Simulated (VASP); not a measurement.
Wanted: the native input for a VASP 6.6.1 run.

```yaml
Task: single point
Functional: PBE
Potentials_or_basis: VASP PAW PBE potentials, release 64 (V_sv)
Cutoff: 500 eV
k_mesh: 2 × 2 × 2
Occupations: fermi-dirac, width 0.1 eV
Spin: collinear spin, antiferromagnetic start
Starting_moments: "[1.95, -1.95] μB"
Hubbard_terms: V d U = 2.5 eV
Dipole_correction: no
Further_INCAR_settings: ALGO = Normal; EDIFF = 1e-06; NBANDS = 24
```

The structure of V lies in POSCAR:

```
V
1.0
    3.0560380000      0.0000000000      0.0000000000
    0.0000000000      3.0560380000      0.0000000000
    0.0000000000      0.0000000000      2.8979240000
V
2
Direct
    0.0000000000      0.0000000000      0.0000000000
    0.5000000000      0.5000000000      0.5000000000
```

The input as run:

INCAR

```
  PREC = Accurate
  ENCUT = 500
  EDIFF = 1E-6
  ISMEAR = -1
  SIGMA = 0.1
  LREAL = False
  LASPH = True
  NELM = 200
  ALGO = Normal
  ISIF = 2
  LWAVE = False
  LCHARG = False
  ISPIN = 2
  MAGMOM = 1.95 -1.95
  LORBIT = 11
  LMAXMIX = 4
  LDAU = True
  LDAUTYPE = 2
  LDAUL = 2
  LDAUU = 2.5
  LDAUJ = 0
  LDAUPRINT = 1
  GGA = PE
  NBANDS = 24
  GGA_COMPAT = False
```

KPOINTS

```
regular mesh
0
Gamma
  2 2 2
```

Potentials or basis: VASP PAW PBE potentials, release 64 (V_sv).

Command:

```bash
$ cat potpaw_PBE.64/V_sv/POTCAR > POTCAR
$ mpirun -np 1 vasp_std > vasp.out
```

It gave:

* Pressure: 3.2 GPa
* Band gap on the k mesh: zero (filled and empty bands overlap)
* Net moment: 0.00 μB per cell
* Site moments: V +1.06, -1.06 μB
* Valence electrons inside the program's atomic spheres: V 11.72

Caveat: the k points lie up to 1.08 Å⁻¹ apart; the U is typed as a test and isn't derived for this compound.

Run time: 17 s on 1 thread of Intel Xeon 6975P-C, with other jobs on the host, peak memory 0.14 GiB.
